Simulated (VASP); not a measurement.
Write the native input for VASP 6.6.1 that does the following.

| Item | Value |
| --- | --- |
| Task | single point |
| Functional | PBEsol |
| Potentials or basis | VASP PAW PBE potentials, release 64 (O, C, H) |
| Cutoff | 520 eV |
| k mesh | 1 × 1 × 1 |
| Occupations | fermi-dirac, width 0.05 eV |
| Spin | no spin polarisation |
| Dipole correction | no |
| Further INCAR settings | LREAL = Auto; ALGO = Normal; EDIFF = 1e-06; NBANDS = 98 |

The structure of H2CO2 lies in POSCAR:

```
H2CO2
1.0
    7.6834750000      0.0000000000      0.0000000000
    0.0000000000      7.6834750000      0.0000000000
    0.0000000000      0.0000000000      7.6834750000
O C H
16 8 16
Direct
    0.9232280967      0.8239240708      0.9375054907
    1.1256755570      0.9689105515      0.7671789132
    0.7161863610      0.8854326981      0.5026241382
    0.7708361126      1.1700044576      0.5750653188
    0.1228740902      0.3761188785      0.0336566462
    0.2556135082      0.6389426659      0.0362205903
    0.2357657180      0.7882891530      0.5284197580
    0.0092145806      0.8771161486      0.3694552270
    0.2527241906      0.4388899554      0.5653431553
    0.0408018507      0.4082397613      0.3582884047
    0.4536619173      0.1935582533      0.2541428195
    0.6943082394      0.2472709288      0.0981196659
    0.6275545896      0.4201354205      0.7160692265
    0.8766736405      0.5795164297      0.7327543852
    0.5072444434      0.8749686828      0.0695909078
    0.6514109827      0.6285827702      0.1531078060
    1.0148272754      0.9668672053      0.8857060119
    0.6962474662      1.0284018624      0.5841237201
    0.2460865689      0.4891276408     -0.0206547168
    0.1563485272      0.8167788663      0.3808693332
    0.1329606721      0.3518980670      0.4782341323
    0.6005095351      0.2827496673      0.2171283176
    0.7203641581      0.5477469504      0.7779813170
    0.6384220681      0.7864150010      0.1470037971
    0.9221738862      0.7252447623      0.8356505357
    0.9751056651      1.0907304312      0.9487764325
    0.8450343106      0.8847689359      0.4414278696
    0.5751954682      1.0251611413      0.6705169211
    0.0546237217      0.4332154396      0.1315550581
    0.3403538113      0.4210334517     -0.1059026027
    0.1777581108      0.8540536671      0.6344004503
    0.2348156270      0.7750789844      0.2692271401
    0.2451234630      0.5656164691      0.5435170935
    0.1148568844      0.2182606178      0.5225630330
    0.4426903192      0.0807447151      0.1869987213
    0.6086699052      0.3898496449      0.3168488217
    0.6901044124      0.3246577883      0.6465824383
    0.6638792994      0.6225828808      0.8885042250
    0.4197319572      0.7797903943      0.0275396224
    0.7394961264      0.8696716004      0.1960050628
```

The input as run:

INCAR

```
  PREC = Accurate
  ENCUT = 520
  EDIFF = 1E-6
  ISMEAR = -1
  SIGMA = 0.05
  LREAL = Auto
  LASPH = True
  NELM = 100
  ALGO = Normal
  ISIF = 2
  LWAVE = False
  LCHARG = True
  GGA = PS
  LELF = True
  LVHAR = True
  NBANDS = 98
```

KPOINTS

```
regular mesh
0
Gamma
  1 1 1
```

Potentials or basis: VASP PAW PBE potentials, release 64 (O, C, H).

Launch:

```console
$ cat potpaw_PBE.64/O/POTCAR potpaw_PBE.64/C/POTCAR potpaw_PBE.64/H/POTCAR > POTCAR
$ mpirun -np 1 vasp_gam > vasp.out
```

Results of the run:

```json
{"Pressure": "-0.3 GPa", "Largest force": "3.984 eV/Å", "Band gap on the k mesh": "3.99 eV"}
```

Caveat: the k points lie up to 0.82 Å⁻¹ apart; the atoms stand as in a frame of molecular dynamics; the PAW data sets were made with another functional, which shifts forces and pressure a little.

Run time: 77 s on 1 thread of Intel(R) Xeon(R) Platinum 8488C (Sapphire Rapids), on a shared host, peak memory 0.47 GiB.
